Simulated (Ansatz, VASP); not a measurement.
# MgB: VASP beside Ansatz

```
CELL_PARAMETERS angstrom
2.89515 0.00000 0.00000
0.00000 2.89515 0.00000
0.00000 0.00000 2.89515
ATOMIC_POSITIONS crystal
Mg 0.00000 0.00000 0.00000
B 0.50000 0.50000 0.50000
```

Alike in both runs: functional LDA; k mesh 9 × 9 × 9; occupations fermi-dirac, width 0.05 eV; no spin polarisation.

```csv
,VASP,Ansatz
version,VASP 6.6.1,Ansatz 0.2.0
potentials or method,"VASP PAW LDA potentials, release 64 (Mg, B)",Ansatz PAW
plane-wave cutoff (eV),520,420
valence electrons in the cell,5,13
task,single point,band structure
```

|  | VASP | Ansatz | Ansatz less VASP |
| --- | --- | --- | --- |
| gap on the k mesh at the Fermi level (eV) | none | none | - |
| pressure (GPa) | -5.7 | -5.1 | +0.57 |

LDA's correlation is that of Perdew and Zunger in VASP and of Perdew and Wang (1992) in Ansatz. A gap of «none» marks a metal or a gap that the smearing closes. VASP's potentials hold 5 valence electrons a cell and Ansatz's 13, so a difference there can come from the potentials and not from the codes.
